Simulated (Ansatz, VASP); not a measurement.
C: VASP beside Ansatz

Contents of INCAR:

```
ALGO = Normal
EDIFF = 1E-6
EDIFFG = -0.01
ENCUT = 600
GGA = VW
IBRION = 2
ISIF = 3
ISMEAR = -1
LASPH = T
LCHARG = F
LREAL = F
LWAVE = F
NELM = 60
NSW = 60
PREC = Accurate
SIGMA = 0.05
```

KPOINTS

```
k-points
0
Gamma
  13 13 13
```

The input POSCAR:

```
C
1.0
    0.0000000000      1.7833700000      1.7833700000
    1.7833700000      0.0000000000      1.7833700000
    1.7833700000      1.7833700000      0.0000000000
C
2
Direct
    0.7500000000      0.7500000000      0.7500000000
    0.5000000000      0.5000000000      0.5000000000
```

The input input.yaml:

```yaml
crystal:
  lattice:
    - [0.0, 1.78337, 1.78337]
    - [1.78337, 0.0, 1.78337]
    - [1.78337, 1.78337, 0.0]
  atoms:
    - { symbol: C, position: [0.75, 0.75, 0.75] }
    - { symbol: C, position: [0.5, 0.5, 0.5] }
hamiltonian:
  xc: { exchange: slater, correlation: vwn5 }
  pseudopotentials: { kind: paw }
kpoints:
  mp_grid: { grid: [13, 13, 13] }
scf:
  occupations: { method: fermi_dirac, width: 0.05 }
output:
  forces: true
  stress: true
relax:
  f_tol: 0.01
  max_steps: 40
  cell: { stress_tol: 0.05 }
```

Alike in both runs: task relaxation of cell and atoms; functional SVWN5; k mesh 13 × 13 × 13; occupations fermi-dirac, width 0.05 eV; no spin polarisation.

|  | VASP | Ansatz |
| --- | --- | --- |
| version | VASP 6.6.1 | Ansatz 0.2.0 |
| potentials or method | VASP PAW PBE potentials, release 64 (C) | Ansatz PAW |
| plane-wave cutoff (eV) | 600 | 420 |
| valence electrons in the cell | 8 | 8 |

|  | VASP | Ansatz | Ansatz less VASP |
| --- | --- | --- | --- |
| relaxed volume (Å³/atom) | 5.52 | 5.50 | -0.014 |
| relaxed cell length with the largest relative difference (Å) | 2.499 | 2.497 | -0.0022 |

VASP's potentials were made for PBE, not for SVWN5.

Noted on Ansatz's run: Pulay correction over one GPa; odd divisions of the mesh miss points on the zone boundary, where band edges often lie, so the gap on the mesh can be too wide; the plane-wave basis is chosen anew once the cell has moved, so the energies of steps on either side of that aren't comparable.
